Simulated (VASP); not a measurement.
A run of VASP 6.6.1:

File INCAR:

```
SYSTEM = TaN
PREC = Accurate
ENCUT = 520
EDIFF = 1E-6
ISMEAR = 0
SIGMA = 0.15
LREAL = .False.
LASPH = .True.
NELM = 80
ALGO = Normal
ISIF = 2
LWAVE = .False.
LCHARG = .True.
GGA = PE
LELF = .True.
LVHAR = .True.
NBANDS = 15
```

The input KPOINTS:

```
regular mesh
0
Gamma
  24 24 22
  0 0 0
```

File POSCAR:

```
TaN
1.0
    2.9501846798      0.0000000000      0.0000000000
   -1.4750923399      2.5549348785      0.0000000000
    0.0000000000      0.0000000000      2.8977716016
Ta N
1 1
Direct
    0.3333333333      0.6666666667      0.5000000000
    0.0000000000      0.0000000000      0.0000000000
```

Potentials or basis: VASP PAW PBE potentials, release 64 (Ta_pv, N).

Launch:

```bash
$ cat potpaw_PBE.64/Ta_pv/POTCAR potpaw_PBE.64/N/POTCAR > POTCAR
$ mpirun -np 1 vasp_std > vasp.out
```

Hardware: 1 thread of AMD EPYC 7R13 Processor (Zen 3), with other jobs on the host.

Problem. Estimate the wall time of this run.

Solution. Wall time 2.3 min on 1 thread of AMD EPYC 7R13 Processor (Zen 3), with other jobs on the host, peak memory 0.32 GiB. Counts: scf iterations 13, k points 732.
